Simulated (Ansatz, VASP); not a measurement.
One calculation of Al2B2As, two programs

The input INCAR:

```
SYSTEM = Al2B2As
  ALGO = Normal
  EDIFF = 1E-6
  EDIFFG = -0.01
  ENCUT = 600
  GGA = PE
  IBRION = 2
  ISIF = 3
  ISMEAR = 0
  LASPH = .TRUE.
  LCHARG = .FALSE.
  LREAL = .FALSE.
  LWAVE = .FALSE.
  NELM = 80
  NSW = 100
  PREC = Accurate
  SIGMA = 0.1
```

Contents of KPOINTS:

```
k-points
0
G
  14 14 4
  0 0 0
```

Contents of POSCAR:

```
Al2B2As
1.0
    2.7719514538      0.0000000000      0.0000000000
    0.0000000000      2.7719514538      0.0000000000
    0.0000000000      0.0000000000      8.9309970172
Al B As
2 2 1
Direct
    0.5000000000      0.5000000000      0.7416699612
    0.5000000000      0.5000000000      0.2583300388
    0.0000000000      0.0000000000      0.5000000000
    0.5000000000      0.5000000000      0.5000000000
    0.0000000000      0.0000000000      0.0000000000
```

Input for Ansatz:

```yaml
crystal:
  lattice:
    - [2.7719514538, 0.0, 0.0]
    - [0.0, 2.7719514538, 0.0]
    - [0.0, 0.0, 8.9309970172]
  atoms:
    - { symbol: Al, position: [0.5, 0.5, 0.7416699612] }
    - { symbol: Al, position: [0.5, 0.5, 0.2583300388] }
    - { symbol: B, position: [0.0, 0.0, 0.5] }
    - { symbol: B, position: [0.5, 0.5, 0.5] }
    - { symbol: As, position: [0.0, 0.0, 0.0] }
basis:
  ecutwfc: 420
kpoints:
  mp_grid: { grid: [14, 14, 4] }
hamiltonian:
  xc: pbe
scf:
  occupations: { method: gaussian, width: 0.1 }
output:
  forces: true
  stress: true
  eigenvalues: true
  write_density: true
  write_potential: true
  elf: true
  volumetric_format: npy
relax:
  adjacent_minimum: "off"
  f_tol: 0.01
  max_steps: 80
  cell: { stress_tol: 0.05 }
```

Alike in both runs: task relaxation of cell and atoms; functional PBE; k mesh 14 × 14 × 4; occupations gaussian, width 0.1 eV; no spin polarisation.

|  | VASP | Ansatz |
| --- | --- | --- |
| version | VASP 6.6.1 | Ansatz 0.2.0 |
| potentials or method | VASP PAW PBE potentials, release 64 (Al, B, As), cutoff 600 eV | scalar-relativistic, plane waves, PAW |
| valence electrons in the cell | 17 | 27 |

Ansatz gave:

| Property | Result |
| --- | --- |
| gap on the k mesh at the Fermi level, each at its own relaxed structure (eV) | none |
| relaxed volume (Å³/atom) | 13.73 |
| relaxed cell length with the largest relative difference (Å) | 9.113 |

Problem. Which values does VASP return?

Solution. gap on the k mesh at the Fermi level, each at its own relaxed structure (eV): none; relaxed volume (Å³/atom): 13.72; relaxed cell length with the largest relative difference (Å): 9.102.

A gap of «none» marks a metal or a gap that the smearing closes. VASP's potentials hold 17 valence electrons a cell and Ansatz's 27, so a difference there can come from the potentials and not from the codes.
